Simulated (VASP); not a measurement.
Here is a VASP 6.6.1 calculation.

Contents of INCAR:

```
  PREC = Accurate
  ENCUT = 520
  EDIFF = 1E-7
  ISMEAR = -1
  SIGMA = 0.1
  LREAL = F
  LASPH = T
  NELM = 60
  ALGO = Normal
  ISIF = 2
  LWAVE = F
  LCHARG = F
  GGA = CA
  NBANDS = 19
```

KPOINTS

```
regular mesh
0
Gamma
  10 10 13
```

The input POSCAR:

```
Os
1.0
    4.4297990565      0.0000000000      0.0000000000
   -2.2148995283      3.8363185166      0.0000000000
    0.0000000000      0.0000000000      2.7824739336
Os
3
Direct
    1.0000000000      0.0000000000      1.0000000000
    0.3333333333      0.6666666667      0.5000000000
    0.6666666667      0.3333333333      0.5000000000
```

Potentials or basis: VASP PAW LDA potentials, release 64 (Os).

Launch:

```console
$ cat potpaw_LDA.64/Os/POTCAR > POTCAR
$ mpirun -np 1 vasp_std > vasp.out
```

(1) What does it give for the pressure?

(2) What does it give for the band gap on the k mesh?

Results:

(1) -36.2 GPa.

(2) zero (bands 12 and 13 overlap by 2.22 eV).

Caveat: the cell stands under tension; spin-orbit coupling is left out, which moves the levels of the heavy elements.
